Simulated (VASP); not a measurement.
# Cu (P6_3/mmc) in VASP: single point with r2SCAN

Aim: the single point of Cu with r2SCAN.

All numbers are computed with VASP 6.6.1; they aren't measurements. Logs are shortened: lines on timing, memory, paths and dates and some standing lists are left out, and cuts for length are marked.

### Step 1. The cell of the first run

It takes space group P6_3/mmc (No. 194, hexagonal). The conventional cell has a = 2.601 Å, b = 2.601 Å, c = 7.817 Å, α = 90.00°, β = 90.00°, γ = 120.00°. Cu (site symmetry -3m) has 12 Cu at 2.46 to 2.60 Å within 3.3 Å. Within 3.3 Å of Cu (site symmetry -6m2) lie 12 Cu at 2.46 to 2.60 Å.

This isn't the form of Cu at room conditions, which is fcc.

### Step 2. Single point, r2SCAN

POSCAR reads:

```
Cu
1.0
    2.6006257107      0.0000000000      0.0000000000
   -1.3003128553      2.2522079312      0.0000000000
    0.0000000000      0.0000000000      7.8171005678
Cu
4
Direct
    0.0000000000      0.0000000000      0.0000000000
    0.3333333333      0.6666666667      0.2500000000
    0.0000000000      0.0000000000      0.5000000000
    0.6666666667      0.3333333333      0.7500000000
```

INCAR.step1 reads:

```
ALGO     = Normal         # electronic algorithm
EDIFF    = 1E-4           # SCF threshold, eV
ENCUT    = 520            # plane-wave cutoff, eV
GGA      = PE             # functional
ISMEAR   = 0              # smearing method
LASPH    = True           # aspherical terms in the spheres
LCHARG   = False          # write CHGCAR
LREAL    = False          # projectors in reciprocal space
LWAVE    = True           # write WAVECAR
NBANDS   = 30             # bands
NELM     = 100            # most SCF steps
PREC     = Accurate       # precision mode
SIGMA    = 0.15           # smearing width, eV
```

INCAR.step2 reads:

```
ALGO     = Normal         # electronic algorithm
EDIFF    = 1E-6           # SCF threshold, eV
ENCUT    = 520            # plane-wave cutoff, eV
ISIF     = 2              # what is computed and relaxed
ISMEAR   = 0              # smearing method
ISTART   = 1            
LASPH    = True           # aspherical terms in the spheres
LCHARG   = False          # write CHGCAR
LMIXTAU  = True         
LREAL    = False          # projectors in reciprocal space
LWAVE    = False          # write WAVECAR
METAGGA  = R2SCAN         # meta-GGA
NBANDS   = 30             # bands
NELM     = 100            # most SCF steps
PREC     = Accurate       # precision mode
SIGMA    = 0.15           # smearing width, eV
```

KPOINTS reads:

```
k-points
0
Gamma
  24 24 8
```

Potentials or basis: VASP PAW PBE potentials, release 64 (Cu).

Launch:

```
> cat potpaw_PBE.64/Cu/POTCAR > POTCAR
> cp INCAR.step1 INCAR
> mpirun -np 1 vasp_std > vasp.out
> cp INCAR.step2 INCAR
> mpirun -np 1 vasp_std > vasp.out
```

OUTCAR:

```text
EDIFF = 1E-6
   ENCUT = 520
   ISIF = 2
   ISMEAR = 0
   ISTART = 1
   LASPH = True
   LREAL = False
   METAGGA = R2SCAN
   NELM = 100
   PREC = Accurate

 ion  position               nearest neighbor table
   1  0.000  0.000  0.000-   2 2.46   4 2.46   2 2.46   4 2.46   4 2.46   2 2.46
   2  0.333  0.667  0.250-   1 2.46   3 2.46   1 2.46   3 2.46   1 2.46   3 2.46
   3  0.000  0.000  0.500-   2 2.46   4 2.46   2 2.46   4 2.46   4 2.46   2 2.46
   4  0.667  0.333  0.750-   1 2.46   3 2.46   1 2.46   3 2.46   1 2.46   3 2.46

  LATTYP: Found a hexagonal cell.
 ALAT       =     2.6006257107
 C/A-ratio  =     3.0058537588

  Lattice vectors:

 A1 = (   2.6006257107,   0.0000000000,   0.0000000000)
 A2 = (  -1.3003128553,   2.2522079312,   0.0000000000)
 A3 = (   0.0000000000,   0.0000000000,   7.8171005678)

Analysis of symmetry for initial positions (statically):
=====================================================================
 Subroutine PRICEL returns:
 Original cell was already a primitive cell.

 Routine SETGRP: Setting up the symmetry group for a
 hexagonal supercell.

 Subroutine GETGRP returns: Found 24 space group operations
 (whereof 12 operations were pure point group operations)
 out of a pool of 24 trial point group operations.

The static configuration has the point symmetry D_3d.
 The point group associated with its full space group is D_6h.

Analysis of symmetry for dynamics (positions and initial velocities):
=====================================================================
 Subroutine PRICEL returns:
 Original cell was already a primitive cell.

 Routine SETGRP: Setting up the symmetry group for a
 hexagonal supercell.

 Subroutine GETGRP returns: Found 24 space group operations
 (whereof 12 operations were pure point group operations)
 out of a pool of 24 trial point group operations.

The dynamic configuration has the point symmetry D_3d.
 The point group associated with its full space group is D_6h.

 Subroutine INISYM returns: Found 24 space group operations
 (whereof 12 operations are pure point group operations),
 and found     1 'primitive' translations

----------------------------------------------------------------------------------------

                                     Primitive cell

  volume of cell :      45.7859

  direct lattice vectors                    reciprocal lattice vectors
     2.600625711  0.000000000  0.000000000     0.384522846  0.222004369  0.000000000
    -1.300312855  2.252207931  0.000000000     0.000000000  0.444008737  0.000000000
     0.000000000  0.000000000  7.817100568     0.000000000  0.000000000  0.127924669

  length of vectors
     2.600625711  2.600625711  7.817100568     0.444008737  0.444008737  0.127924669

  position of ions in fractional coordinates (direct lattice)
     0.000000000  0.000000000  0.000000000
     0.333333333  0.666666667  0.250000000
     0.000000000  0.000000000  0.500000000
     0.666666667  0.333333333  0.750000000

  ion indices of the primitive-cell ions
   primitive index   ion index
                 1           1
                 2           2
                 3           3
                 4           4

----------------------------------------------------------------------------------------

 KPOINTS: k-points

Automatic generation of k-mesh.
 Grid dimensions read from file:
 generate k-points for:   24   24    8

 Generating k-lattice:

  Cartesian coordinates                     Fractional coordinates (reciprocal lattice)
     0.016021785  0.009250182  0.000000000     0.041666667  0.000000000  0.000000000
     0.000000000  0.018500364  0.000000000     0.000000000  0.041666667  0.000000000
     0.000000000  0.000000000  0.015990584     0.000000000  0.000000000  0.125000000

  Length of vectors
     0.018500364  0.018500364  0.015990584

  Shift w.r.t. Gamma in fractional coordinates (k-lattice)
     0.000000000  0.000000000  0.000000000

 Subroutine IBZKPT returns following result:
 ===========================================

 Found    305 irreducible k-points:

 Following reciprocal coordinates:
            Coordinates               Weight
  0.000000  0.000000  0.000000      1.000000
  0.041667  0.000000  0.000000      6.000000
  0.083333  0.000000  0.000000      6.000000
  0.125000  0.000000  0.000000      6.000000
  0.166667  0.000000  0.000000      6.000000
  0.208333  0.000000  0.000000      6.000000
[... 16 lines left out ...]
  0.416667  0.041667  0.000000     12.000000
  0.458333  0.041667  0.000000     12.000000
 [... further k-points ...]
   k-points           NKPTS =    305   k-points in BZ     NKDIM =    305   number of bands    NBANDS=     30
   number of dos      NEDOS =    301   number of ions     NIONS =      4
   total plane-waves  NPLWV =  24000
   dimension x,y,z NGX =    20 NGY =   20 NGZ =   60
   dimension x,y,z NGXF=    40 NGYF=   40 NGZF=  120
   ions per type =               4
   NGX,Y,Z   is equivalent  to a cutoff of  12.79, 12.79, 12.76 a.u.
   NGXF,Y,Z  is equivalent  to a cutoff of  25.57, 25.57, 25.52 a.u.
 SYSTEM =  unknown system
   PREC   = accura    normal or accurate (medium, high low for compatibility)
   ISTART =      1    job   : 0-new  1-cont  2-samecut
   ICHARG =      0    charge: 1-file 2-atom 10-const
   ISPIN  =      1    spin polarized calculation?
   LNONCOLLINEAR =      F non collinear calculations
   LSORBIT =      F    spin-orbit coupling
   LASPH  =      T    aspherical Exc in radial PAW
   ENCUT  =  520.0 eV  38.22 Ry    6.18 a.u.   4.84  4.84 14.53*2*pi/ulx,y,z
   NELM   =    100;   NELMIN=  2; NELMDL=  0     # of ELM steps
   EDIFF  = 0.1E-05   stopping-criterion for ELM
   LREAL  =      F    real-space projection
   EDIFFG = 0.1E-04   stopping-criterion for IOM
   NSW    =      0    number of steps for IOM
   IBRION =     -1    ionic relax: 0-MD 1-quasi-New 2-CG
   NFREE  =      0    steps in history (QN), initial steepest desc. (CG)
   ISIF   =      2    stress and relaxation
   ISYM   =      2    0-nonsym 1-usesym 2-fastsym
   POTIM  = 0.5000    time-step for ionic-motion
   TEBEG  =    0.0;   TEEND  =   0.0 temperature during run
   PSTRESS=    0.0 pullay stress
   NELECT =      44.0000    total number of electrons
   NUPDOWN=      -1.0000    fix difference up-down
   EMIN   =  10.00;   EMAX   =-10.00  energy-range for DOS
   EFERMI =   0.00;   METHOD = LEGACY
   ISMEAR =     0;   SIGMA  =   0.15  broadening in eV -4-tet -1-fermi 0-gaus
   EFERMI_NEDOS =   21; number of points for ismear=-14 and -15
   IALGO  =     38    algorithm
   IMIX   =      4    mixing-type and parameters
     AMIX     =   0.40;   BMIX     =  1.00
     AMIX_MAG =   1.60;   BMIX_MAG =  1.00
  volume/ion in A,a.u.               =      11.45        77.24
  Fermi-wavevector in a.u.,A,eV,Ry     =   1.615530  3.052909 35.510354  2.609937
  Thomas-Fermi vector in A             =   2.710263
   LORBIT       =      0    0 simple, 1 ext, 2 COOP (PROOUT), +10 PAW based schemes
   METAGGA = R2SCAN    functional components
   LHFCALC =     F    Hartree Fock is set to
   AEXX    =    0.0000 exact exchange contribution
   IVDW    =     0    specifies the selected vdW correction
   LEPSILON=     F    determine dielectric tensor
   LRPA    =     F    only Hartree local field effects (RPA)
 non-spin polarized calculation
 Gauss-broadening in eV      SIGMA  =   0.15
  energy-cutoff  :      520.00
  volume of cell :       45.79
 maximum number of plane-waves:      1266
 NGX is ok and might be reduce to    20
   NGX =  9   NGY =  9   NGZ = 29

 number of electron      44.0000001 magnetization

 Free energy of the ion-electron system (eV)
  ---------------------------------------------------
  ext. energy  EPLUGINS =         0.00000000
  ---------------------------------------------------
  free energy    TOTEN  =       -43.17132425 eV

  energy without entropy =      -43.15647946  energy(sigma->0) =      -43.16390186

 E-fermi :   7.8180     XC(G=0): -13.9493

 val. band max:        7.8088770438   @ k =   0.5000   0.0000   0.3750
 cond. band min:       7.8206573009   @ k =   0.4167   0.0833   0.2500
 fundamental gap:      0.0117802571
 Fermi energy:         7.8180334626

 k-point     1 :       0.0000    0.0000    0.0000
  band No.  band energies     occupation
      1      -2.1248      2.00000
      2       0.3919      2.00000
      3       0.3920      2.00000
      4       2.4901      2.00000
      5       4.3749      2.00000
      6       4.3750      2.00000
[... 22 lines left out ...]
     29      29.3215      0.00000
     30      29.3215      0.00000

 k-point     2 :       0.0417    0.0000    0.0000
  band No.  band energies     occupation
      1      -2.0684      2.00000
      2       0.4409      2.00000
      3       0.4410      2.00000
      4       2.5188      2.00000
      5       4.3494      2.00000
      6       4.3601      2.00000
[... 22 lines left out ...]
     29      28.5186      0.00000
     30      28.7442      0.00000

 k-point     3 :       0.0833    0.0000    0.0000
  band No.  band energies     occupation
      1      -1.9001      2.00000
      2       0.5857      2.00000
      3       0.5858      2.00000
      4       2.6022      2.00000
      5       4.2317      2.00000
      6       4.3161      2.00000
[... 22 lines left out ...]
     29      27.3537      0.00000
     30      27.7629      0.00000

 k-point     4 :       0.1250    0.0000    0.0000
  band No.  band energies     occupation
      1      -1.6224      2.00000
      2       0.8193      2.00000
      3       0.8193      2.00000
      4       2.7305      2.00000
      5       4.0993      2.00000
      6       4.2450      2.00000
[... 616 lines left out ...]
     29      20.4335      0.00000
     30      21.5511      0.00000

 k-point    23 :       0.4167    0.0417    0.0000
  band No.  band energies     occupation
      1       2.2550      2.00000
      2       2.5239      2.00000
      3       2.7645      2.00000
      4       3.0835      2.00000
      5       3.4941      2.00000
      6       3.5517      2.00000
[... 22 lines left out ...]
     29      20.0933      0.00000
     30      20.2321      0.00000

 k-point    24 :       0.4583    0.0417    0.0000
  band No.  band energies     occupation
      1       2.3622      2.00000
      2       2.5233      2.00000
      3       2.8758      2.00000
      4       3.1177      2.00000
      5       3.4133      2.00000
      6       3.5275      2.00000
[... 22 lines left out ...]
     29      19.1473      0.00000
     30      19.6979      0.00000

 [... further k-points ...]

------------------------ aborting loop because EDIFF is reached ----------------------------------------

  FORCE on cell =-STRESS in cart. coord.  units (eV):
  Direction    XX          YY          ZZ          XY          YZ          ZX
  --------------------------------------------------------------------------------------
  -------------------------------------------------------------------------------------
  Total       -0.8153693     -0.8153693      3.3098015     -0.0000000     -0.0000000      0.0000000
  in kB      -28.5320459    -28.5320459    115.8191830     -0.0000000     -0.0000000      0.0000000
  external PRESSURE =      19.5850304 kB  Pullay stress =       0.0000000 kB

 VOLUME and BASIS-vectors are now :
 -----------------------------------------------------------------------------
  energy-cutoff  :      520.00
  volume of cell :       45.79
      direct lattice vectors                 reciprocal lattice vectors
     2.600625711  0.000000000  0.000000000     0.384522846  0.222004369  0.000000000
    -1.300312855  2.252207931  0.000000000     0.000000000  0.444008737  0.000000000
     0.000000000  0.000000000  7.817100568     0.000000000  0.000000000  0.127924669

 POSITION                                       TOTAL-FORCE (eV/Angst)
 -----------------------------------------------------------------------------------
      0.00000      0.00000      0.00000        -0.000000      0.000000     -0.000000
     -0.00000      1.50147      1.95428         0.000000     -0.000000      0.000000
      0.00000      0.00000      3.90855        -0.000000      0.000000     -0.000000
      1.30031      0.75074      5.86283        -0.000000      0.000000     -0.000000
 -----------------------------------------------------------------------------------
    total drift:                                0.000000     -0.000000      0.000000

  FREE ENERGIE OF THE ION-ELECTRON SYSTEM (eV)
  ---------------------------------------------------
  free  energy   TOTEN  =       -43.1713242504 eV

  energy  without entropy=      -43.1564794624  energy(sigma->0) =      -43.16390186
```

It took 13 min on 1 thread of AMD EPYC 9R45 (Zen 5), shared host; peak memory 0.37 GiB.

Results:

- Free energy: -43.1713 eV
- Pressure: 2.0 GPa
- Band gap on the k mesh: zero (bands 22 and 23 overlap by 4.94 eV)

Stress tensor (GPa, compression positive):
```
-2.85  0.00  0.00
 0.00 -2.85  0.00
 0.00  0.00 11.58
```

Caveat: the stress differs along the axes, from -3 to 12 GPa; the PAW data sets were made with another functional, which shifts forces and pressure a little.
